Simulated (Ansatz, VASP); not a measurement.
Two plane-wave programs on Ti6H

```
Ti H
1.0
     5.66395    0.00000    0.00000
     0.00000    4.57935    0.00000
     0.00000    0.00000   24.55069
Ti H
12 2
Direct
  0.25000 0.00000 0.16293
  0.75000 0.00000 0.16293
  0.00000 0.50000 0.21677
  0.50000 0.50000 0.21677
  0.25000 0.00000 0.27062
  0.75000 0.00000 0.27062
  0.25000 0.50000 0.32566
  0.75000 0.50000 0.32566
  0.00000 0.00000 0.37797
  0.50000 0.00000 0.37797
  0.25000 0.50000 0.42975
  0.75000 0.50000 0.42975
  0.86802 0.00000 0.46112
  0.13198 0.00000 0.46112
```

Alike in both runs: task single point; functional PBE; k mesh 5 × 6 × 1; occupations gaussian, width 0.1 eV; no spin polarisation.

|  | VASP | Ansatz |
| --- | --- | --- |
| version | VASP 6.6.1 | Ansatz 0.2.0 |
| potentials or method | VASP PAW PBE potentials, release 64 (Ti_sv, H), cutoff 520 eV | scalar-relativistic, plane waves, PAW |
| valence electrons in the cell | 146 | 146 |

```tsv
	VASP	Ansatz	Ansatz less VASP
gap on the k mesh at the Fermi level (eV)	none	none	-
rms of the force components (eV/Å)	0.401	0.401	+0.0006
work function, face that differs most (eV)	3.27	3.27	-0.003
```

Atom by atom the forces differ by 0.004 eV/Å (rms over components). A gap of «none» marks a metal or a gap that the smearing closes.
